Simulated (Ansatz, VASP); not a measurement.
# One calculation of Cd3Te5, two programs

```xyz
8
Lattice="6.2022 0.0000 0.0000 0.0000 6.2022 0.0000 0.0000 0.0000 6.2022" Properties=species:S:1:pos:R:3 pbc="T T T"
Cd    3.1011    0.0000    0.0000
Cd    0.0000    3.1011    0.0000
Cd    0.0000    0.0000    3.1011
Te    0.0000    3.1011    3.1011
Te    3.1011    0.0000    3.1011
Te    3.1011    3.1011    0.0000
Te    0.0000    0.0000    0.0000
Te    3.1011    3.1011    3.1011
```

Alike in both runs: task relaxation of cell and atoms; functional PBE; k mesh 6 × 6 × 6; occupations gaussian, width 0.1 eV; no spin polarisation.

```csv
,VASP,Ansatz
version,VASP 6.6.1,Ansatz 0.2.0
potentials or method,"VASP PAW PBE potentials, release 64 (Cd, Te), cutoff 600 eV","scalar-relativistic, plane waves, PAW"
valence electrons in the cell,66,140
```

|  | VASP | Ansatz | Ansatz less VASP |
| --- | --- | --- | --- |
| gap on the k mesh at the Fermi level, each at its own relaxed structure (eV) | none | none | - |
| relaxed volume (Å³/atom) | 29.84 | 29.81 | -0.032 |
| relaxed cell length with the largest relative difference (Å) | 6.204 | 6.201 | -0.0022 |

A gap of «none» marks a metal or a gap that the smearing closes. VASP's potentials hold 66 valence electrons a cell and Ansatz's 140, so a difference there can come from the potentials and not from the codes.

Spin-orbit coupling is off throughout.
